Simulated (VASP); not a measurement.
MgO, 2 atoms in the cell. The structure is cubic, space group Fm-3m (No. 225). The conventional cell has a = 3.510 Å, b = 3.510 Å, c = 3.510 Å, α = 90.00°, β = 90.00°, γ = 90.00°. Within 2.3 Å of Mg (site symmetry m-3m) lie 6 O at 1.76 Å. O (site symmetry m-3m) has 6 Mg at 1.76 Å within 2.3 Å. 

```yaml
Program: VASP 6.6.1
Task: single point
Functional: PBE
Potentials_or_basis: VASP PAW PBE potentials, release 64 (Mg, O)
Cutoff: 600 eV
k_mesh: 12 × 12 × 12
Occupations: gaussian, width 0.02 eV
Spin: no spin polarisation
Dipole_correction: no
Further_INCAR_settings: ALGO = Normal; EDIFF = 1e-06; NBANDS = 11
```

Potentials or basis: VASP PAW PBE potentials, release 64 (Mg, O).

Launch:

```sh
$ cat potpaw_PBE.64/Mg/POTCAR potpaw_PBE.64/O/POTCAR > POTCAR
$ mpirun -np 1 vasp_std > vasp.out
```

Hardware: 1 thread of Intel Xeon 8259CL (shared host).

Problem. Estimate the wall time of this run.

Solution. Wall time 14 s on 1 thread of Intel Xeon 8259CL (shared host), peak memory 0.13 GiB. Counts: scf iterations 12, k points 72.
